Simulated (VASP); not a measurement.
# Si (I4_1/amd) in VASP: a series of runs

Si is run at these levels: HSE06; tasks: single point.

All numbers are computed with VASP 6.6.1; they aren't measurements. Logs are shortened: lines on timing, memory, paths and dates and some standing lists are left out, and cuts for length are marked.

## (1) The cell of the first run

The structure is tetragonal, space group I4_1/amd (No. 141). The conventional cell has a = 3.773 Å, b = 3.773 Å, c = 5.524 Å, α = 90.00°, β = 90.00°, γ = 90.00°. Within 3.1 Å of Si (site symmetry -4m2) lie 4 Si at 2.34 Å.

## (2) Single point, HSE06 (epitaxial xy strain -2.0%)

POSCAR reads:

```
Si
1.0
    0.0000000000      2.6676765177      2.7620476182
    2.6676765177      0.0000000000      2.7620476182
    2.6676765177      2.6676765177      0.0000000000
Si
2
Direct
    0.0000000000      0.0000000000      0.0000000000
    0.2500000000      0.2500000000      0.2500000000
```

INCAR.step1 reads:

```
SYSTEM = Si
PREC = Accurate ; ENCUT = 520
EDIFF = 1E-5 ; ISMEAR = 0
SIGMA = 0.01 ; LREAL = .False.
LASPH = .True. ; NELM = 100
ALGO = Normal ; ISIF = 2
LWAVE = .True. ; LCHARG = .False.
GGA = PE ; NBANDS = 11
```

INCAR.step2 reads:

```
SYSTEM = Si
PREC = Accurate ; ENCUT = 520
EDIFF = 1E-7 ; ISMEAR = 0
SIGMA = 0.01 ; LREAL = .False.
LASPH = .True. ; NELM = 100
ALGO = Normal ; ISIF = 2
LWAVE = .False. ; LCHARG = .False.
GGA = PE ; LHFCALC = .True.
HFSCREEN = 0.2079 ; PRECFOCK = Normal
ISTART = 1 ; NBANDS = 11
```

KPOINTS reads:

```
Automatic mesh
0
Gamma
  6 6 6
  0 0 0
```

Potentials or basis: VASP PAW PBE potentials, release 64 (Si).

Launch:

```console
$ cat potpaw_PBE.64/Si/POTCAR > POTCAR
$ cp INCAR.step1 INCAR
$ mpirun -np 1 vasp_std > vasp.out
$ cp INCAR.step2 INCAR
$ mpirun -np 1 vasp_std > vasp.out
```

OUTCAR:

```text
SYSTEM = Si
   PREC = Accurate
   ENCUT = 520
   EDIFF = 1E-7
   ISMEAR = 0
   LREAL = .False.
   LASPH = .True.
   NELM = 100
   ISIF = 2
   GGA = PE
   LHFCALC = .True.
   HFSCREEN = 0.2079
   PRECFOCK = Normal
   ISTART = 1

 ion  position               nearest neighbor table
   1  0.000  0.000  0.000-   2 2.34   2 2.34   2 2.34   2 2.34
   2  0.250  0.250  0.250-   1 2.34   1 2.34   1 2.34   1 2.34

  LATTYP: Found a body centered tetragonal cell.
 ALAT       =     3.7726643114
 C/A-ratio  =     1.4642424506

  Lattice vectors:

 A1 = (  -2.6676765177,   0.0000000000,   2.7620476182)
 A2 = (   2.6676765177,   0.0000000000,   2.7620476182)
 A3 = (   0.0000000000,   2.6676765177,  -2.7620476182)

Analysis of symmetry for initial positions (statically):
=====================================================================
 Subroutine PRICEL returns:
 Original cell was already a primitive cell.

 Routine SETGRP: Setting up the symmetry group for a
 body centered tetragonal supercell.

 Subroutine GETGRP returns: Found 16 space group operations
 (whereof  8 operations were pure point group operations)
 out of a pool of 16 trial point group operations.

The static configuration has the point symmetry D_2d.
 The point group associated with its full space group is D_4h.

Analysis of symmetry for dynamics (positions and initial velocities):
=====================================================================
 Subroutine PRICEL returns:
 Original cell was already a primitive cell.

 Routine SETGRP: Setting up the symmetry group for a
 body centered tetragonal supercell.

 Subroutine GETGRP returns: Found 16 space group operations
 (whereof  8 operations were pure point group operations)
 out of a pool of 16 trial point group operations.

The dynamic configuration has the point symmetry D_2d.
 The point group associated with its full space group is D_4h.

 Subroutine INISYM returns: Found 16 space group operations
 (whereof  8 operations are pure point group operations),
 and found     1 'primitive' translations

----------------------------------------------------------------------------------------

                                     Primitive cell

  volume of cell :      39.3122

  direct lattice vectors                    reciprocal lattice vectors
     0.000000000  2.667676518  2.762047618    -0.187429022  0.187429022  0.181025119
     2.667676518  0.000000000  2.762047618     0.187429022 -0.187429022  0.181025119
     2.667676518  2.667676518  0.000000000     0.187429022  0.187429022 -0.181025119

  length of vectors
     3.839974616  3.839974616  3.772664311     0.320981885  0.320981885  0.320981885

  position of ions in fractional coordinates (direct lattice)
     0.000000000  0.000000000  0.000000000
     0.250000000  0.250000000  0.250000000

  ion indices of the primitive-cell ions
   primitive index   ion index
                 1           1
                 2           2

----------------------------------------------------------------------------------------

 KPOINTS: Automatic mesh

Automatic generation of k-mesh.
 Grid dimensions read from file:
 generate k-points for:    6    6    6

 Generating k-lattice:

  Cartesian coordinates                     Fractional coordinates (reciprocal lattice)
    -0.031238170  0.031238170  0.030170853     0.166666667  0.000000000  0.000000000
     0.031238170 -0.031238170  0.030170853     0.000000000  0.166666667  0.000000000
     0.031238170  0.031238170 -0.030170853     0.000000000  0.000000000  0.166666667

  Length of vectors
     0.053496981  0.053496981  0.053496981

  Shift w.r.t. Gamma in fractional coordinates (k-lattice)
     0.000000000  0.000000000  0.000000000

 Subroutine IBZKPT returns following result:
 ===========================================

 Found     30 irreducible k-points:

 Following reciprocal coordinates:
            Coordinates               Weight
  0.000000  0.000000  0.000000      1.000000
  0.166667  0.000000  0.000000      8.000000
  0.333333  0.000000  0.000000      8.000000
  0.500000  0.000000  0.000000      4.000000
  0.166667  0.166667  0.000000      2.000000
  0.333333  0.166667  0.000000      8.000000
[... 16 lines left out ...]
  0.333333  0.000000  0.333333      4.000000
  0.500000  0.000000  0.333333     16.000000
 [... further k-points ...]
   k-points           NKPTS =     30   k-points in BZ     NKDIM =    216   number of bands    NBANDS=     11
   number of dos      NEDOS =    301   number of ions     NIONS =      2
   total plane-waves  NPLWV =  25200
   dimension x,y,z NGX =    30 NGY =   30 NGZ =   28
   dimension x,y,z NGXF=    60 NGYF=   60 NGZF=   56
   ions per type =               2
   NGX,Y,Z   is equivalent  to a cutoff of  12.99, 12.99, 12.34 a.u.
   NGXF,Y,Z  is equivalent  to a cutoff of  25.98, 25.98, 24.68 a.u.
 SYSTEM =  Si
   PREC   = accura    normal or accurate (medium, high low for compatibility)
   ISTART =      1    job   : 0-new  1-cont  2-samecut
   ICHARG =      0    charge: 1-file 2-atom 10-const
   ISPIN  =      1    spin polarized calculation?
   LNONCOLLINEAR =      F non collinear calculations
   LSORBIT =      F    spin-orbit coupling
   LASPH  =      T    aspherical Exc in radial PAW
   ENCUT  =  520.0 eV  38.22 Ry    6.18 a.u.   7.14  7.14  7.01*2*pi/ulx,y,z
   NELM   =    100;   NELMIN=  2; NELMDL=  0     # of ELM steps
   EDIFF  = 0.1E-06   stopping-criterion for ELM
   LREAL  =      F    real-space projection
   EDIFFG = 0.1E-05   stopping-criterion for IOM
   NSW    =      0    number of steps for IOM
   IBRION =     -1    ionic relax: 0-MD 1-quasi-New 2-CG
   NFREE  =      0    steps in history (QN), initial steepest desc. (CG)
   ISIF   =      2    stress and relaxation
   ISYM   =      3    0-nonsym 1-usesym 2-fastsym
   POTIM  = 0.5000    time-step for ionic-motion
   TEBEG  =    0.0;   TEEND  =   0.0 temperature during run
   PSTRESS=    0.0 pullay stress
   NELECT =       8.0000    total number of electrons
   NUPDOWN=      -1.0000    fix difference up-down
   EMIN   =  10.00;   EMAX   =-10.00  energy-range for DOS
   EFERMI =   0.00;   METHOD = LEGACY
   ISMEAR =     0;   SIGMA  =   0.01  broadening in eV -4-tet -1-fermi 0-gaus
   EFERMI_NEDOS =   21; number of points for ismear=-14 and -15
   IALGO  =     38    algorithm
   IMIX   =      1    mixing-type and parameters
     AMIX     =   0.40;   BMIX     =  1.00
     AMIX_MAG =   1.60;   BMIX_MAG =  1.00
  volume/ion in A,a.u.               =      19.66       132.65
  Fermi-wavevector in a.u.,A,eV,Ry     =   0.962932  1.819678 12.615842  0.927238
  Thomas-Fermi vector in A             =   2.092434
   LORBIT       =      0    0 simple, 1 ext, 2 COOP (PROOUT), +10 PAW based schemes
   GGA     = PE    functional components
   LHFCALC =     T    Hartree Fock is set to
   PRECFOCK=normal    Normal, Fast or Accurate (Low or Medium for compatibility)
   ENCUT4O =  -1.0   cutoff for four orbital integrals eV
   NKREDX  =     1    reduce k-point grid by
   NKREDY  =     1    reduce k-point grid by
   NKREDZ  =     1    reduce k-point grid by
   AEXX    =    0.2500 exact exchange contribution
   HFSCREEN=    0.2079 screening length (either q_TF or 0.3 A-1)
   HFSCREENC=   0.2079 screening length for correlation (either q_TF or 0.3 A-1)
   ENCUTFOCK=  -1.0 apply spherical cutoff to Coloumb kernel
   IVDW    =     0    specifies the selected vdW correction
   LEPSILON=     F    determine dielectric tensor
   LRPA    =     F    only Hartree local field effects (RPA)
 non-spin polarized calculation
 Gauss-broadening in eV      SIGMA  =   0.01
  energy-cutoff  :      520.00
  volume of cell :       39.31
 maximum number of plane-waves:      1074
 NGX is ok and might be reduce to    30
  NGX = 24; NGY = 24; NGZ = 24

 number of electron       8.0000000 magnetization

 Free energy of the ion-electron system (eV)
  ---------------------------------------------------
  ext. energy  EPLUGINS =         0.00000000
  ---------------------------------------------------
  free energy    TOTEN  =       -12.51667328 eV

  energy without entropy =      -12.51667328  energy(sigma->0) =      -12.51667328

 E-fermi :   5.8730     XC(G=0):  -7.9048

 val. band max:        5.7563635547   @ k =   0.0000   0.0000   0.0000
 cond. band min:       6.8245974039   @ k =   0.5000   0.0000   0.5000
 fundamental gap:      1.0682338493
 Fermi energy:         5.8729681413

 k-point     1 :       0.0000    0.0000    0.0000
  band No.  band energies     occupation
      1      -7.7613      2.00000
      2       5.4831      2.00000
      3       5.7564      2.00000
      4       5.7564      2.00000
      5       8.9653      0.00000
      6       8.9653      0.00000
      7       9.0873      0.00000
      8      10.1993      0.00000
      9      14.1107      0.00000
     10      14.5433      0.00000
     11      14.8108      0.00000

 k-point     2 :       0.1667    0.0000    0.0000
  band No.  band energies     occupation
      1      -7.3543      2.00000
      2       3.0888      2.00000
      3       5.0661      2.00000
      4       5.3040      2.00000
      5       8.8107      0.00000
      6       9.6884      0.00000
      7       9.7316      0.00000
      8      12.2775      0.00000
      9      13.5379      0.00000
     10      13.9728      0.00000
     11      15.7774      0.00000

 k-point     3 :       0.3333    0.0000    0.0000
  band No.  band energies     occupation
      1      -6.2055      2.00000
      2      -0.2659      2.00000
      3       4.3986      2.00000
      4       4.7310      2.00000
      5       8.1749      0.00000
      6       9.9130      0.00000
      7      10.1167      0.00000
      8      14.5970      0.00000
      9      14.7130      0.00000
     10      14.7663      0.00000
     11      16.0566      0.00000
[... 267 lines left out ...]
 k-point    23 :       0.3333    0.0000    0.3333
  band No.  band energies     occupation
      1      -5.5711      2.00000
      2       0.2318      2.00000
      3       2.8674      2.00000
      4       2.9172      2.00000
      5       6.8426      0.00000
      6       8.2770      0.00000
      7      13.7803      0.00000
      8      14.4974      0.00000
      9      16.4060      0.00000
     10      17.3177      0.00000
     11      20.2117      0.00000

 k-point    24 :       0.5000    0.0000    0.3333
  band No.  band energies     occupation
      1      -4.2385      2.00000
      2      -1.5821      2.00000
      3       1.6166      2.00000
      4       2.7249      2.00000
      5       7.2133      0.00000
      6       8.9671      0.00000
      7      13.9228      0.00000
      8      14.7351      0.00000
      9      17.3179      0.00000
     10      18.1732      0.00000
     11      19.2702      0.00000

 [... further k-points ...]

------------------------ aborting loop because EDIFF is reached ----------------------------------------

  FORCE on cell =-STRESS in cart. coord.  units (eV):
  Direction    XX          YY          ZZ          XY          YZ          ZX
  --------------------------------------------------------------------------------------
  -------------------------------------------------------------------------------------
  Total        0.8313464      0.8313464     -0.1350098      0.0000000      0.0000000      0.0000000
  in kB       33.8816926     33.8816926     -5.5023503      0.0000000      0.0000000      0.0000000
  external PRESSURE =      20.7536783 kB  Pullay stress =       0.0000000 kB

 VOLUME and BASIS-vectors are now :
 -----------------------------------------------------------------------------
  energy-cutoff  :      520.00
  volume of cell :       39.31
      direct lattice vectors                 reciprocal lattice vectors
     0.000000000  2.667676518  2.762047618    -0.187429022  0.187429022  0.181025119
     2.667676518  0.000000000  2.762047618     0.187429022 -0.187429022  0.181025119
     2.667676518  2.667676518  0.000000000     0.187429022  0.187429022 -0.181025119

 POSITION                                       TOTAL-FORCE (eV/Angst)
 -----------------------------------------------------------------------------------
      0.00000      0.00000      0.00000        -0.000000     -0.000000      0.000000
      1.33384      1.33384      1.38102         0.000000      0.000000      0.000000
 -----------------------------------------------------------------------------------
    total drift:                                0.000000     -0.000000      0.000000

  FREE ENERGIE OF THE ION-ELECTRON SYSTEM (eV)
  ---------------------------------------------------
  free  energy   TOTEN  =       -12.5166732796 eV

  energy  without entropy=      -12.5166732796  energy(sigma->0) =      -12.51667328
```

Wall time 26 min (1 thread of AMD EPYC 7R43 (Zen 3), shared host); peak memory 0.25 GiB.

What came out:

```yaml
Free_energy: -12.5167 eV
Pressure: 2.1 GPa
Band_gap_on_the_k_mesh: 1.07 eV (least direct gap 3.21 eV)
```

Stress tensor (GPa, compression positive):
```
 3.39  0.00  0.00
 0.00  3.39  0.00
 0.00  0.00 -0.55
```

Levels at points of the mesh, in eV from the valence-band top:
```
           k point  band 2  band 3  band 4  band 5  band 6  band 7
(0.00, 0.00, 0.00)   -0.27    0.00    0.00    3.21    3.21    3.33
(0.50, 0.00, 0.00)   -7.90   -1.61   -1.23    2.17    3.95    4.19
(0.50, 0.50, 0.00)   -8.98   -3.08   -3.08    1.36    1.36   11.61
(0.50, 0.00, 0.50)   -8.75   -3.37   -3.37    1.07    1.07   11.30
```

Caveat: the cell differs from its parent crystal (epitaxial xy strain -2.0%); the PAW data sets were made with another functional, which shifts forces and pressure a little. A k mesh can miss the band edges.

## (3) Single point, HSE06 (epitaxial xy strain -1.0%)

POSCAR reads:

```
Si
1.0
    0.0000000000      2.6948977067      2.7414422942
    2.6948977067      0.0000000000      2.7414422942
    2.6948977067      2.6948977067      0.0000000000
Si
2
Direct
    0.0000000000      0.0000000000      0.0000000000
    0.2500000000      0.2500000000      0.2500000000
```

INCAR.step1 reads:

```
PREC = Accurate ; ENCUT = 520
EDIFF = 1E-5 ; ISMEAR = 0
SIGMA = 0.01 ; LREAL = False
LASPH = True ; NELM = 100
ALGO = Normal ; ISIF = 2
LWAVE = True ; NBANDS = 11
GGA = PE
```

INCAR.step2 reads:

```
PREC = Accurate ; ENCUT = 520
EDIFF = 1E-6 ; ISMEAR = 0
SIGMA = 0.01 ; LREAL = False
LASPH = True ; NELM = 100
ALGO = Normal ; ISIF = 2
LWAVE = False ; LCHARG = True
GGA = PE ; LHFCALC = True
HFSCREEN = 0.2079 ; PRECFOCK = Normal
LELF = True ; LVHAR = True
NBANDS = 11 ; ISTART = 1
```

KPOINTS reads:

```
Automatic mesh
0
Gamma
  6 6 6
```

Potentials or basis: VASP PAW PBE potentials, release 64 (Si).

Launch:

```console
$ cat potpaw_PBE.64/Si/POTCAR > POTCAR
$ cp INCAR.step1 INCAR
$ mpirun -np 1 vasp_std > vasp.out
$ cp INCAR.step2 INCAR
$ mpirun -np 1 vasp_std > vasp.out
```

It took 24 min on 1 thread of AMD EPYC 7R43 (Zen 3), shared host; peak memory 0.24 GiB.

Results (log left out):

```yaml
Free_energy: -12.5296 eV
Pressure: 0.8 GPa
Band_gap_on_the_k_mesh: 1.19 eV (least direct gap 3.27 eV)
```

Stress tensor (GPa, compression positive):
```
 1.39  0.00  0.00
 0.00  1.39  0.00
 0.00  0.00 -0.50
```

Levels at points of the mesh, in eV from the valence-band top:
```tsv
k point	band 1	band 2	band 3	band 4	band 5	band 6	band 7	band 8
(0.00, 0.00, 0.00)	-13.37	-0.13	0.00	0.00	3.27	3.27	3.33	4.35
(0.50, 0.00, 0.00)	-10.76	-7.78	-1.45	-1.27	2.21	4.03	4.17	8.59
(0.50, 0.50, 0.00)	-8.80	-8.80	-3.10	-3.10	1.33	1.33	11.52	11.52
(0.50, 0.00, 0.50)	-8.69	-8.69	-3.24	-3.24	1.19	1.19	11.42	11.42
```

Caveat: the cell differs from its parent crystal (epitaxial xy strain -1.0%); the PAW data sets were made with another functional, which shifts forces and pressure a little.
